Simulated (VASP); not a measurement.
AlN:

```
Al N
1.0
     9.56564    0.00000    0.00000
     0.00000   11.04545    0.00000
     0.00000    0.00000   10.20627
Al N
48 48
Direct
  0.15705 0.08043 0.25321
  0.14681 0.08175 0.75075
  0.99383 0.34019 0.23235
  0.00076 0.33222 0.75349
  0.50172 0.09445 0.26188
  0.52003 0.07942 0.74465
  0.32773 0.33569 0.24742
  0.32275 0.32502 0.75442
  0.18731 0.58948 0.25765
  0.16819 0.58241 0.75740
  0.99614 0.82144 0.25099
  0.99277 0.83009 0.75483
  0.82920 0.07614 0.25281
  0.84168 0.08022 0.75331
  0.66201 0.32872 0.25025
  0.65175 0.32475 0.72929
  0.49528 0.59067 0.22241
  0.50268 0.58264 0.74029
  0.35629 0.82651 0.25518
  0.32455 0.83300 0.74098
  0.83952 0.57835 0.25229
  0.82633 0.58282 0.76064
  0.68520 0.85558 0.23668
  0.66438 0.84405 0.74432
  0.00985 0.15903 0.50228
  0.99668 0.17605 0.01346
  0.30703 0.17075 0.48668
  0.33830 0.17904 0.97674
  0.17322 0.41386 0.50679
  0.16356 0.41005 0.98835
  0.98823 0.65249 0.49466
  0.00877 0.67175 0.99113
  0.65891 0.16266 0.50914
  0.66432 0.16232 0.99723
  0.48900 0.40876 0.48946
  0.49682 0.41113 0.98826
  0.34150 0.66681 0.48938
  0.33854 0.65664 0.00414
  0.14272 0.90916 0.50255
  0.15908 0.90681 0.00176
  0.82333 0.41029 0.48628
  0.82287 0.42952 0.98815
  0.66980 0.67289 0.50814
  0.66815 0.67547 0.99724
  0.51614 0.92137 0.50452
  0.49932 0.91115 0.98844
  0.83048 0.92390 0.49102
  0.81293 0.90519 0.00806
  0.98381 0.14671 0.19859
  0.99161 0.16183 0.68645
  0.34364 0.17185 0.19776
  0.32991 0.18546 0.68001
  0.17206 0.41306 0.17539
  0.18554 0.41207 0.68619
  0.99356 0.66246 0.17536
  0.98345 0.66001 0.67754
  0.65599 0.15885 0.19001
  0.66082 0.17570 0.71139
  0.49241 0.39835 0.20447
  0.50877 0.40511 0.69841
  0.33992 0.67047 0.18837
  0.33754 0.67409 0.68342
  0.16489 0.90899 0.20353
  0.17270 0.91633 0.67936
  0.83120 0.41295 0.18487
  0.83570 0.41242 0.67715
  0.65707 0.66084 0.17965
  0.68235 0.67445 0.69311
  0.48786 0.91242 0.19899
  0.49261 0.92016 0.68282
  0.85981 0.92380 0.19105
  0.82524 0.92234 0.69023
  0.16911 0.08225 0.44954
  0.16139 0.08671 0.94564
  0.00450 0.32860 0.44116
  0.00396 0.33194 0.94806
  0.49826 0.08488 0.44701
  0.50575 0.07824 0.92145
  0.34385 0.33386 0.44752
  0.34914 0.33690 0.94608
  0.18215 0.57582 0.42835
  0.16571 0.58288 0.94008
  0.00151 0.82251 0.44909
  0.99406 0.81017 0.94693
  0.83009 0.08730 0.44512
  0.82515 0.07426 0.93298
  0.65687 0.32797 0.44702
  0.68891 0.33402 0.94159
  0.54015 0.59358 0.42177
  0.49186 0.58203 0.94503
  0.32714 0.84169 0.43040
  0.34301 0.82393 0.91495
  0.83865 0.58399 0.43174
  0.84679 0.57192 0.93788
  0.66295 0.82920 0.44550
  0.66767 0.82530 0.92317
```

Base run:

| Item | Value |
| --- | --- |
| Program | VASP 6.6.1 |
| Functional | PBE0 |
| Potentials or basis | VASP PAW PBE potentials, release 64 (Al, N) |
| Cutoff | 520 eV |
| k mesh | 1 × 1 × 1, shifted |
| Occupations | fermi-dirac, width 0.05 eV |
| Spin | no spin polarisation |

Its results: band gap on the k mesh 5.15 eV; pressure -8.4 GPa; largest force 9.650 eV/Å.

Problem. The run is repeated on the same cell with these changes: functional from PBE0 to PBEsol; cutoff from 520 eV to 700 eV. What comes out?

Solution. Band gap on the k mesh 3.10 eV; pressure -6.3 GPa; largest force 9.474 eV/Å.

Caveats: the cell stands under tension; the PAW data sets were made with another functional, which shifts forces and pressure a little; a shifted mesh leaves out Γ, where band edges can lie.

A k mesh can miss the band edges.
